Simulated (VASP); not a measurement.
Set up this calculation in VASP 6.6.1, as the native input.

* Task: single point
* Functional: PBE
* Potentials or basis: VASP PAW PBE potentials, release 64 (Ge_d)
* Cutoff: 520 eV
* k mesh: 8 × 8 × 8
* Occupations: fermi-dirac, width 0.05 eV
* Spin: no spin polarisation
* Dipole correction: no
* Further INCAR settings: ALGO = Normal; EDIFF = 1e-07; NBANDS = 21

The structure of Ge lies in POSCAR:

```
Ge
1.0
    4.0904100000      0.0000000000      0.0000000000
   -2.0452000000      3.5424000000      0.0000000000
    0.0000000000      0.0000000000      3.3265800000
Ge
2
Direct
    0.6508290000      0.3251790000      0.1454320000
    0.3347300000      0.6778840000      0.8664140000
```

This cell differs from its parent crystal: atoms moved at random.

The input as run:

INCAR

```
SYSTEM = Ge
ALGO = Normal
EDIFF = 1E-7
ENCUT = 520
GGA = PE
ISIF = 2
ISMEAR = -1
LASPH = .True.
LCHARG = .False.
LREAL = .False.
LWAVE = .False.
NBANDS = 21
NELM = 100
PREC = Accurate
SIGMA = 0.05
```

KPOINTS

```
k-points
0
Gamma
  8 8 8
  0 0 0
```

Potentials or basis: VASP PAW PBE potentials, release 64 (Ge_d).

Launch:

```bash
$ cat potpaw_PBE.64/Ge_d/POTCAR > POTCAR
$ mpirun -np 1 vasp_std > vasp.out
```

It gave:

| Quantity | Value |
| --- | --- |
| Pressure | -1.4 GPa |
| Largest force | 0.533 eV/Å |
| Band gap on the k mesh | zero (band 14 reaches 6.74 eV, above the bottom of band 15 at 1.87 eV) |

Caveat: the cell differs from its parent crystal (atoms moved at random).

It took 87 s on 1 thread of Intel(R) Xeon(R) 6975P-C (Granite Rapids), with other jobs on the host, peak memory 0.31 GiB.
